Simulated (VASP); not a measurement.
Wanted: the native input for a VASP 6.6.1 run.

| Item | Value |
| --- | --- |
| Task | single point |
| Functional | PBE |
| Potentials or basis | VASP PAW PBE potentials, release 64 (Zr_sv, B) |
| Cutoff | 520 eV |
| k mesh | 20 × 20 × 20 |
| Occupations | gaussian, width 0.15 eV |
| Spin | no spin polarisation |
| Dipole correction | no |
| Further INCAR settings | ALGO = Normal; EDIFF = 1e-07; NBANDS = 14 |

The structure of ZrB lies in POSCAR:

```
ZrB
1.0
    0.0000000000      2.6098556416      1.8451679386
    2.6098556416      0.0000000000      1.8451679386
    2.6098556416      2.6098556416      0.0000000000
Zr B
1 1
Direct
    0.0000000000      0.0000000000      0.0000000000
    0.5000000000      0.5000000000      0.5000000000
```

This cell differs from its parent crystal: ratio of the length along z to the lengths across it x 0.707, volume and fractional coordinates fixed.

These files were run (other wordings do the same):

INCAR

```
SYSTEM = ZrB
PREC = Accurate
ENCUT = 520
EDIFF = 1E-7
ISMEAR = 0
SIGMA = 0.15
LREAL = .FALSE.
LASPH = .TRUE.
NELM = 100
ALGO = Normal
ISIF = 2
LWAVE = .FALSE.
LCHARG = .FALSE.
GGA = PE
NBANDS = 14
```

KPOINTS

```
Automatic mesh
0
G
  20 20 20
  0 0 0
```

Potentials or basis: VASP PAW PBE potentials, release 64 (Zr_sv, B).

Command:

```bash
$ cat potpaw_PBE.64/Zr_sv/POTCAR potpaw_PBE.64/B/POTCAR > POTCAR
$ mpirun -np 1 vasp_std > vasp.out
```

It gave:

```
Pressure : 59.8 GPa
```

Run time: 69 s on 1 thread of Intel(R) Xeon(R) 6975P-C (Granite Rapids), on a shared host, peak memory 0.34 GiB.
